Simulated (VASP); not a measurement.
The system is Mg2Ge2N.

```
CELL_PARAMETERS angstrom
3.15635 0.00000 0.00000
-1.57818 2.73348 0.00000
0.00000 0.00000 8.47359
ATOMIC_POSITIONS crystal
Mg 0.66667 0.33333 0.86583
Mg 0.33333 0.66667 0.13417
Ge 0.33333 0.66667 0.68412
Ge 0.66667 0.33333 0.31588
N 0.00000 0.00000 0.00000
```

```yaml
Program: VASP 6.6.1
Task: relaxation of cell and atoms
Functional: PBE
Potentials_or_basis: VASP PAW PBE potentials, release 64 (Mg, Ge_d, N)
Cutoff: 600 eV
k_mesh: 6 × 6 × 2
Occupations: gaussian, width 0.1 eV
Spin: no spin polarisation
```

At the start: pressure 20.9 GPa; volume 14.62 Å³/atom.

How do energy, volume and symmetry change on relaxing?

Over 29 steps the energy falls by 833.7 meV/atom and the volume is 16.25 Å³/atom (+11.1 %); space group P-3m1 (No. 164, to 0.05 Å).

The path:
```csv
step,energy change (eV),largest force (eV/Å),pressure (GPa),volume (Å³)
1,0.0000,5.1252,20.92,73.11
2,-2.8664,1.2055,-7.08,95.22
3,-2.8832,1.4010,-5.96,92.81
4,-3.4908,0.9569,-1.82,86.52
5,-3.6395,1.2061,2.41,82.52
6,-3.8079,0.1519,0.38,83.65
7,-3.8079,0.1532,0.38,83.64
8,-3.8142,0.1507,-0.22,84.18
9,-3.8159,0.1669,-0.84,84.75
10,-3.8204,0.1751,-0.57,84.44
11,-3.8376,0.3502,0.22,83.50
12,-3.9251,0.7413,0.62,81.61
13,-4.0386,1.0673,4.45,77.75
14,-4.0412,1.1571,5.33,77.16
15,-4.0418,1.1588,5.36,77.14
16,-4.0430,1.1635,5.51,77.06
17,-4.0426,1.1720,5.79,76.90
18,-4.0433,1.1667,5.59,77.00
19,-4.0446,1.1607,5.58,77.02
20,-4.0485,1.1426,5.49,77.08
21,-4.0560,1.1068,5.27,77.21
22,-4.0702,1.0357,4.86,77.47
23,-4.0956,0.8966,4.08,77.99
24,-4.1342,0.6303,2.58,79.03
25,-4.1666,0.1419,-0.07,81.13
26,-4.1669,0.1024,-0.26,81.32
27,-4.1669,0.0837,-0.36,81.41
28,-4.1673,0.0710,-0.33,81.36
29,-4.1684,0.0330,-0.22,81.23
```

Final structure:
```xyz
5
Lattice="3.2639 0.0000 0.0000 -1.6320 2.8266 0.0000 0.0000 0.0000 8.8042" Properties=species:S:1:pos:R:3 pbc="T T T"
Mg    1.6320    0.9422    7.7834
Mg    0.0000    1.8844    1.0208
Ge    0.0000    1.8844    5.3279
Ge    1.6320    0.9422    3.4763
N     3.2639    0.0000    0.0000
```

Caveat: the k points lie up to 0.37 Å⁻¹ apart in the final cell.
